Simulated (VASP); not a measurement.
# ZrTaTe4 (P-3m1) in VASP: a series of runs

ZrTaTe4 is run at these levels: LDA+U; tasks: single point.

Program: VASP 6.6.1. These are calculated values, not measurements. Logs are shortened: lines on timing, memory, paths and dates and some standing lists are left out, and cuts for length are marked.

## Step 1: The cell of the first run

The structure is trigonal, space group P-3m1 (No. 164). The conventional cell has a = 3.833 Å, b = 3.833 Å, c = 14.508 Å, α = 90.00°, β = 90.00°, γ = 120.00°. Within 3.9 Å of Ta (site symmetry -3m) lie 6 Te at 2.83 Å and 6 Ta at 3.83 Å. Within 3.9 Å of Te (site symmetry 3m) lie 3 Ta at 2.83 Å and 6 Te at 3.83 Å. Within 3.9 Å of Te (site symmetry 3m) lie 3 Zr at 2.90 Å and 6 Te at 3.83 Å. Within 3.9 Å of Zr (site symmetry -3m) lie 6 Te at 2.90 Å and 6 Zr at 3.83 Å.

## Step 2: Single point, LDA+U, collinear spin

File INCAR:

```
PREC     = Accurate       # precision mode
ENCUT    = 520            # plane-wave cutoff, eV
EDIFF    = 1E-6           # SCF threshold, eV
ISMEAR   = 0              # smearing method
SIGMA    = 0.05           # smearing width, eV
LREAL    = False          # projectors in reciprocal space
LASPH    = True           # aspherical terms in the spheres
NELM     = 150            # most SCF steps
ALGO     = Normal         # electronic algorithm
ISIF     = 2              # what is computed and relaxed
LWAVE    = False          # write WAVECAR
LCHARG   = False          # write CHGCAR
ISPIN    = 2              # spin polarisation
MAGMOM   = 1 0 0 0 0 0    # initial moments
LORBIT   = 11             # projections on sites
LMAXMIX  = 4              # l up to which the mixer works
LDAU     = True           # DFT+U
LDAUTYPE = 2            
LDAUL    = 2 -1 -1        # shell
LDAUU    = 1 0 0          # U, eV
LDAUJ    = 0 0 0        
LDAUPRINT= 1            
GGA      = CA             # functional
NBANDS   = 36             # bands
```

File KPOINTS:

```
Automatic mesh
0
Gamma
  6 6 2
```

File POSCAR:

```
ZrTaTe4
1.0
    3.8325258200      0.0000000000      0.0000000000
   -1.9162629100      3.3190647200      0.0000000000
    0.0000000000      0.0000000000     14.5082059000
Ta Te Zr
1 4 1
Direct
    0.0000000000      0.0000000000      0.0000000000
    0.3333333333      0.6666666667      0.8780300000
    0.3333333333      0.6666666667      0.3713200000
    0.6666666667      0.3333333333      0.6286800000
    0.6666666667      0.3333333333      0.1219700000
    0.0000000000      0.0000000000      0.5000000000
```

Potentials or basis: VASP PAW LDA potentials, release 64 (Ta_pv, Te, Zr_sv).

Launch:

```bash
cat potpaw_LDA.64/Ta_pv/POTCAR potpaw_LDA.64/Te/POTCAR potpaw_LDA.64/Zr_sv/POTCAR > POTCAR
mpirun -np 1 vasp_std > vasp.out
```

OUTCAR:

```text
PREC = Accurate
   ENCUT = 520
   EDIFF = 1E-6
   ISMEAR = 0
   LREAL = False
   LASPH = True
   NELM = 150
   ISIF = 2
   ISPIN = 2
   LORBIT = 11
   GGA = CA

 ion  position               nearest neighbor table
   1  0.000  0.000  0.000-   2 2.83   5 2.83   5 2.83   2 2.83   5 2.83   2 2.83
   2  0.333  0.667  0.878-   1 2.83   1 2.83   1 2.83
   3  0.333  0.667  0.371-   6 2.90   6 2.90   6 2.90
   4  0.667  0.333  0.629-   6 2.90   6 2.90   6 2.90
   5  0.667  0.333  0.122-   1 2.83   1 2.83   1 2.83
   6  0.000  0.000  0.500-   3 2.90   4 2.90   4 2.90   3 2.90   4 2.90   3 2.90

  LATTYP: Found a hexagonal cell.
 ALAT       =     3.8325258200
 C/A-ratio  =     3.7855468120

  Lattice vectors:

 A1 = (   3.8325258200,   0.0000000000,   0.0000000000)
 A2 = (  -1.9162629100,   3.3190647200,   0.0000000000)
 A3 = (   0.0000000000,   0.0000000000,  14.5082059000)

Analysis of symmetry for initial positions (statically):
=====================================================================
 Subroutine PRICEL returns:
 Original cell was already a primitive cell.

 Routine SETGRP: Setting up the symmetry group for a
 hexagonal supercell.

 Subroutine GETGRP returns: Found 12 space group operations
 (whereof 12 operations were pure point group operations)
 out of a pool of 24 trial point group operations.

The static configuration has the point symmetry D_3d.

Analysis of symmetry for dynamics (positions and initial velocities):
=====================================================================
 Subroutine PRICEL returns:
 Original cell was already a primitive cell.

 Routine SETGRP: Setting up the symmetry group for a
 hexagonal supercell.

 Subroutine GETGRP returns: Found 12 space group operations
 (whereof 12 operations were pure point group operations)
 out of a pool of 24 trial point group operations.

The dynamic configuration has the point symmetry D_3d.

Analysis of structural, dynamic, and magnetic symmetry:
=====================================================================
 Subroutine PRICEL returns:
 Original cell was already a primitive cell.

 Routine SETGRP: Setting up the symmetry group for a
 hexagonal supercell.

 Subroutine GETGRP returns: Found 12 space group operations
 (whereof 12 operations were pure point group operations)
 out of a pool of 24 trial point group operations.

The overall configuration has the point symmetry D_3d.

 Subroutine INISYM returns: Found 12 space group operations
 (whereof 12 operations are pure point group operations),
 and found     1 'primitive' translations

----------------------------------------------------------------------------------------

                                     Primitive cell

  volume of cell :     184.5502

  direct lattice vectors                    reciprocal lattice vectors
     3.832525820  0.000000000  0.000000000     0.260924530  0.150644848  0.000000000
    -1.916262910  3.319064720  0.000000000     0.000000000  0.301289696  0.000000000
     0.000000000  0.000000000 14.508205900     0.000000000  0.000000000  0.068926510

  length of vectors
     3.832525820  3.832525819 14.508205900     0.301289696  0.301289696  0.068926510

  position of ions in fractional coordinates (direct lattice)
     0.000000000  0.000000000  0.000000000
     0.333333333  0.666666667  0.878030000
     0.333333333  0.666666667  0.371320000
     0.666666667  0.333333333  0.628680000
     0.666666667  0.333333333  0.121970000
     0.000000000  0.000000000  0.500000000

  ion indices of the primitive-cell ions
   primitive index   ion index
                 1           1
[... 88 lines left out ...]
  Fermi-wavevector in a.u.,A,eV,Ry     =   1.037694  1.960957 14.650872  1.076809
  Thomas-Fermi vector in A             =   2.172144
   LORBIT       =     11    0 simple, 1 ext, 2 COOP (PROOUT), +10 PAW based schemes
 LDA+U is selected, type is set to LDAUTYPE =  2
   angular momentum for each species LDAUL =     2   -1   -1
   U (eV)           for each species LDAUU =   1.0  0.0  0.0
   J (eV)           for each species LDAUJ =   0.0  0.0  0.0
   GGA     = CA    functional components
   LHFCALC =     F    Hartree Fock is set to
   AEXX    =    0.0000 exact exchange contribution
   IVDW    =     0    specifies the selected vdW correction
   LEPSILON=     F    determine dielectric tensor
   LRPA    =     F    only Hartree local field effects (RPA)
 spin polarized calculation
 Gauss-broadening in eV      SIGMA  =   0.05
  energy-cutoff  :      520.00
  volume of cell :      184.55
 maximum number of plane-waves:      5013
 NGX is ok and might be reduce to    30
   NGX = 15   NGY = 15   NGZ = 53

atom =   1  type =  1  l = 2

 onsite density matrix

spin component  1

  0.1994 -0.0000  0.0000  0.0177  0.0000
 -0.0000  0.2797 -0.0000 -0.0000  0.0177
  0.0000 -0.0000  0.1790 -0.0000 -0.0000
  0.0177 -0.0000 -0.0000  0.2797  0.0000
  0.0000  0.0177 -0.0000  0.0000  0.1994

spin component  2

  0.1992 -0.0000  0.0000  0.0178  0.0000
 -0.0000  0.2796 -0.0000 -0.0000  0.0178
  0.0000 -0.0000  0.1787 -0.0000 -0.0000
  0.0178 -0.0000 -0.0000  0.2796  0.0000
  0.0000  0.0178 -0.0000  0.0000  0.1992

 occupancies and eigenvectors

  o =  0.1787  v =  0.0000  0.0000  0.0000  0.0000  0.0000 -0.0000 -0.0000  1.0000  0.0000  0.0000      0.0000  0.0000  0.0000  0.0000  0.0000  0.0000  0.0000  0.0000  0.0000  0.0000
  o =  0.1790  v = -0.0000 -0.0000  1.0000  0.0000  0.0000  0.0000  0.0000  0.0000  0.0000  0.0000      0.0000  0.0000  0.0000  0.0000  0.0000  0.0000  0.0000  0.0000  0.0000  0.0000
  o =  0.1954  v =  0.0000  0.0000  0.0000  0.0000  0.0000 -0.0000 -0.2065 -0.0000  0.0000  0.9784      0.0000  0.0000  0.0000  0.0000  0.0000  0.0000  0.0000  0.0000  0.0000  0.0000
  o =  0.1954  v =  0.0000  0.0000  0.0000  0.0000  0.0000  0.9784 -0.0000 -0.0000 -0.2065  0.0000      0.0000  0.0000  0.0000  0.0000  0.0000  0.0000  0.0000  0.0000  0.0000  0.0000
  o =  0.1957  v = -0.0000 -0.2058 -0.0000  0.0000  0.9786  0.0000  0.0000  0.0000  0.0000  0.0000      0.0000  0.0000  0.0000  0.0000  0.0000  0.0000  0.0000  0.0000  0.0000  0.0000
  o =  0.1957  v =  0.9786 -0.0000 -0.0000 -0.2058  0.0000  0.0000  0.0000  0.0000  0.0000  0.0000      0.0000  0.0000  0.0000  0.0000  0.0000  0.0000  0.0000  0.0000  0.0000  0.0000
  o =  0.2834  v =  0.0000  0.0000  0.0000  0.0000  0.0000 -0.0000 -0.9784  0.0000 -0.0000 -0.2065      0.0000  0.0000  0.0000  0.0000  0.0000  0.0000  0.0000  0.0000  0.0000  0.0000
  o =  0.2834  v =  0.0000  0.0000  0.0000  0.0000  0.0000  0.2065 -0.0000 -0.0000  0.9784 -0.0000      0.0000  0.0000  0.0000  0.0000  0.0000  0.0000  0.0000  0.0000  0.0000  0.0000
  o =  0.2834  v = -0.0000 -0.9786  0.0000 -0.0000 -0.2058  0.0000  0.0000  0.0000  0.0000  0.0000      0.0000  0.0000  0.0000  0.0000  0.0000  0.0000  0.0000  0.0000  0.0000  0.0000
  o =  0.2834  v =  0.2058 -0.0000 -0.0000  0.9786 -0.0000  0.0000  0.0000  0.0000  0.0000  0.0000      0.0000  0.0000  0.0000  0.0000  0.0000  0.0000  0.0000  0.0000  0.0000  0.0000

 number of electron      47.0000001 magnetization       0.0026405

 Free energy of the ion-electron system (eV)
  ---------------------------------------------------
  ext. energy  EPLUGINS =         0.00000000
  ---------------------------------------------------
  free energy    TOTEN  =       -39.68454527 eV

  energy without entropy =      -39.67980943  energy(sigma->0) =      -39.68217735

 E-fermi :   5.6522     XC(G=0):  -9.6685

 val. band max:        5.5870598258   @ k =   0.0000   0.0000   0.0000
 cond. band min:       5.6737296853   @ k =   0.1667   0.1667   0.0000
 fundamental gap:      0.0866698595
 Fermi energy:         5.6522174012

 spin component 1

 k-point     1 :       0.0000    0.0000    0.0000
  band No.  band energies     occupation
      1     -43.3558      1.00000
      2     -29.8590      1.00000
      3     -29.8590      1.00000
      4     -29.7175      1.00000
      5     -21.5497      1.00000
      6     -21.4813      1.00000
[... 521 lines left out ...]
     34       9.5448      0.00000
     35      10.3678      0.00000
 Fermi energy:         5.6522174012

 spin component 2

 k-point     1 :       0.0000    0.0000    0.0000
  band No.  band energies     occupation
      1     -43.3557      1.00000
      2     -29.8582      1.00000
      3     -29.8582      1.00000
      4     -29.7167      1.00000
      5     -21.5496      1.00000
      6     -21.4812      1.00000
[... 521 lines left out ...]
     34       9.5453      0.00000
     35      10.3680      0.00000
 [bands above 35 left out]

------------------------ aborting loop because EDIFF is reached ----------------------------------------

  FORCE on cell =-STRESS in cart. coord.  units (eV):
  Direction    XX          YY          ZZ          XY          YZ          ZX
  --------------------------------------------------------------------------------------
  -------------------------------------------------------------------------------------
  Total       -4.5117043     -4.5117043     -5.3475719      0.0000000      0.0000000     -0.0000000
  in kB      -39.1684777    -39.1684777    -46.4250837      0.0000000      0.0000000     -0.0000000
  external PRESSURE =     -41.5873463 kB  Pullay stress =       0.0000000 kB

 VOLUME and BASIS-vectors are now :
 -----------------------------------------------------------------------------
  energy-cutoff  :      520.00
  volume of cell :      184.55
      direct lattice vectors                 reciprocal lattice vectors
     3.832525820  0.000000000  0.000000000     0.260924530  0.150644848  0.000000000
    -1.916262910  3.319064720  0.000000000     0.000000000  0.301289696  0.000000000
     0.000000000  0.000000000 14.508205900     0.000000000  0.000000000  0.068926510

 POSITION                                       TOTAL-FORCE (eV/Angst)
 -----------------------------------------------------------------------------------
      0.00000      0.00000      0.00000        -0.000000      0.000000      0.000000
     -0.00000      2.21271     12.73864        -0.000000     -0.000000      0.387974
     -0.00000      2.21271      5.38719         0.000000     -0.000000      0.401533
      1.91626      1.10635      9.12102        -0.000000      0.000000     -0.401533
      1.91626      1.10635      1.76957         0.000000      0.000000     -0.387974
      0.00000      0.00000      7.25410        -0.000000      0.000000      0.000000
 -----------------------------------------------------------------------------------
    total drift:                                0.000000     -0.000000      0.000000

  FREE ENERGIE OF THE ION-ELECTRON SYSTEM (eV)
  ---------------------------------------------------
  free  energy   TOTEN  =       -39.6845452692 eV

  energy  without entropy=      -39.6798094269  energy(sigma->0) =      -39.68217735

 total charge

# of ion       s       p       d       tot
------------------------------------------
    1        0.295   6.125   2.234   8.654
    2        1.388   1.978   0.052   3.418
    3        1.382   2.032   0.035   3.448
    4        1.382   2.032   0.035   3.448
    5        1.388   1.978   0.052   3.418
    6        2.162   5.987   1.571   9.720
--------------------------------------------------
tot          7.998  20.130   3.978  32.106

 magnetization (x)

# of ion       s       p       d       tot
------------------------------------------
    1        0.000   0.000   0.001   0.001
    2       -0.000  -0.000   0.000  -0.000
    3       -0.000  -0.000   0.000  -0.000
    4       -0.000  -0.000   0.000  -0.000
    5       -0.000  -0.000   0.000  -0.000
    6       -0.000   0.000   0.000   0.000
--------------------------------------------------
tot          0.000  -0.000   0.001   0.001
```

Run time: 8.8 min. Hardware: 1 thread of Intel Xeon 8259CL, shared host; peak memory 0.36 GiB.

Results:

```yaml
Free_energy: -39.6845 eV
Pressure: -4.2 GPa
Largest_force: 0.402 eV/Å
Net_moment: 0.00 μB per cell
Valence_electrons_inside_the_program's_atomic_spheres: Ta 8.65; Te 3.42, 3.45 (each value once); Zr 9.72
```

Forces on the atoms (eV/Å):
```
Ta   0.000  0.000  0.000
Te   0.000  0.000  0.388
Te   0.000  0.000  0.402
Te   0.000  0.000 -0.402
Te   0.000  0.000 -0.388
Zr   0.000  0.000  0.000
```

Eigenvalues of the final occupation matrices:
```csv
site,spin,trace,eigenvalues
site 1 d,1,1.14,0.18 0.20 0.20 0.28 0.28
site 1 d,2,1.14,0.18 0.20 0.20 0.28 0.28
```

Caveat: the cell stands under tension; spin-orbit coupling is left out, which moves the levels of the heavy elements; the U is typed as a test and isn't derived for this compound.

## Step 3: Single point, LDA+U, collinear spin

File INCAR:

```
SYSTEM = ZrTaTe4
PREC     = Accurate       ! precision mode
ENCUT    = 520            ! plane-wave cutoff, eV
EDIFF    = 1E-6           ! SCF threshold, eV
ISMEAR   = 0              ! smearing method
SIGMA    = 0.05           ! smearing width, eV
LREAL    = .FALSE.        ! projectors in reciprocal space
LASPH    = .TRUE.         ! aspherical terms in the spheres
NELM     = 150            ! most SCF steps
ALGO     = Normal         ! electronic algorithm
ISIF     = 2              ! what is computed and relaxed
LWAVE    = .FALSE.        ! write WAVECAR
LCHARG   = .FALSE.        ! write CHGCAR
ISPIN    = 2              ! spin polarisation
MAGMOM   = 1 0 0 0 0 0    ! initial moments
LORBIT   = 11             ! projections on sites
LMAXMIX  = 4              ! l up to which the mixer works
LDAU     = .TRUE.         ! DFT+U
LDAUTYPE = 2            
LDAUL    = 2 -1 -1        ! shell
LDAUU    = 1 0 0          ! U, eV
LDAUJ    = 0 0 0        
LDAUPRINT= 1            
GGA      = CA             ! functional
NBANDS   = 36             ! bands
```

File KPOINTS:

```
Automatic mesh
0
G
  6 6 2
  0 0 0
```

POSCAR is that of step 2.

Potentials or basis: VASP PAW LDA potentials, release 64 (Ta_pv, Te, Zr_sv).

Launch:

```bash
cat potpaw_LDA.64/Ta_pv/POTCAR potpaw_LDA.64/Te/POTCAR potpaw_LDA.64/Zr_sv/POTCAR > POTCAR
mpirun -np 1 vasp_std > vasp.out
```

Run time: 7.7 min. Hardware: 1 thread of Intel Xeon 8259CL, shared host; peak memory 0.36 GiB.

It converged, with:

| Property | Result |
| --- | --- |
| Free energy | -39.6845 eV |
| Pressure | -4.2 GPa |
| Largest force | 0.402 eV/Å |
| Net moment | 0.00 μB per cell |
| Valence electrons inside the program's atomic spheres | Ta 8.65; Te 3.42, 3.45 (each value once); Zr 9.72 |

Forces on the atoms (eV/Å):
```
Ta   0.000  0.000  0.000
Te   0.000  0.000  0.388
Te   0.000  0.000  0.402
Te   0.000  0.000 -0.402
Te   0.000  0.000 -0.388
Zr   0.000  0.000  0.000
```

Stress tensor (GPa, compression positive):
```
-3.92  0.00  0.00
 0.00 -3.92  0.00
 0.00  0.00 -4.64
```

Levels at points of the mesh, in eV from the Fermi level:
Spin up:
```
           k point  band 20  band 21  band 22  band 23  band 24  band 25  band 26  band 27
(0.00, 0.00, 0.00)    -0.13    -0.13    -0.07     0.22     0.22     0.88     0.88     0.90
(0.50, 0.00, 0.00)    -1.87    -1.43    -1.37    -0.96    -0.50    -0.17     1.25     1.50
(0.00, 0.00, 0.50)    -0.13    -0.13     0.22     0.22     0.26     0.88     0.88     0.91
(0.50, 0.00, 0.50)    -1.88    -1.75    -1.35    -0.86    -0.51    -0.16     1.25     1.50
```
Spin down:
| k point | band 19 | band 20 | band 21 | band 22 | band 23 | band 24 | band 25 | band 26 | band 27 | band 28 |
| --- | --- | --- | --- | --- | --- | --- | --- | --- | --- | --- |
| (0.00, 0.00, 0.00) | -0.66 | -0.13 | -0.13 | -0.07 | 0.22 | 0.22 | 0.88 | 0.88 | 0.90 | 0.96 |
| (0.50, 0.00, 0.00) | -2.56 | -1.87 | -1.42 | -1.37 | -0.96 | -0.50 | -0.17 | 1.25 | 1.50 | 2.49 |
| (0.00, 0.00, 0.50) | -1.53 | -0.13 | -0.13 | 0.22 | 0.22 | 0.26 | 0.88 | 0.88 | 0.91 | 0.96 |
| (0.50, 0.00, 0.50) | -2.21 | -1.88 | -1.75 | -1.35 | -0.86 | -0.51 | -0.16 | 1.25 | 1.50 | 2.49 |

Eigenvalues of the final occupation matrices:
```
    site  spin  trace               eigenvalues
site 1 d     1   1.14  0.18 0.20 0.20 0.28 0.28
site 1 d     2   1.14  0.18 0.20 0.20 0.28 0.28
```

Caveat: the cell stands under tension; spin-orbit coupling is left out, which moves the levels of the heavy elements; the U is typed as a test and isn't derived for this compound.
